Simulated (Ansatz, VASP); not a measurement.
# WS2: VASP beside Ansatz

```
W S
1.0
     3.24237    0.00000    0.00000
    -1.62118    2.80797    0.00000
     0.00000    0.00000   12.74516
W S
2 4
Direct
  0.66667 0.33333 0.75000
  0.33333 0.66667 0.25000
  0.66667 0.33333 0.37500
  0.33333 0.66667 0.87500
  0.66667 0.33333 0.12500
  0.33333 0.66667 0.62500
```

Alike in both runs: task single point; functional PBE; k mesh 10 × 10 × 3; occupations fermi-dirac, width 0.05 eV; no spin polarisation.

```csv
,VASP,Ansatz
version,VASP 6.6.1,Ansatz 0.2.0
potentials or method,"VASP PAW PBE potentials, release 64 (W_sv, S)",Ansatz PAW earlier set
plane-wave cutoff (eV),520,880
valence electrons in the cell,52,80
```

Ansatz gave:

```
gap on the k mesh at the Fermi level (eV)                     : 1.17
least direct gap on the mesh (eV)                             : 1.93
pressure (GPa)                                                : -6.0
traceless stress, the component that is largest in VASP (GPa) : 0.63
rms of the force components (eV/Å)                            : 0.379
```

Task: What did VASP give for the same quantities?

Result: gap on the k mesh at the Fermi level (eV): 1.17; least direct gap on the mesh (eV): 1.93; pressure (GPa): -6.2; traceless stress, the component that is largest in VASP (GPa): 0.64; rms of the force components (eV/Å): 0.382.

Atom by atom the forces differ by 0.004 eV/Å (rms over components). VASP's potentials hold 52 valence electrons a cell and Ansatz's 80, so a difference there can come from the potentials and not from the codes.

Neither program's run includes spin-orbit coupling. Noted on Ansatz's run: odd divisions of the mesh miss points on the zone boundary, where band edges often lie, so the gap on the mesh can be too wide.
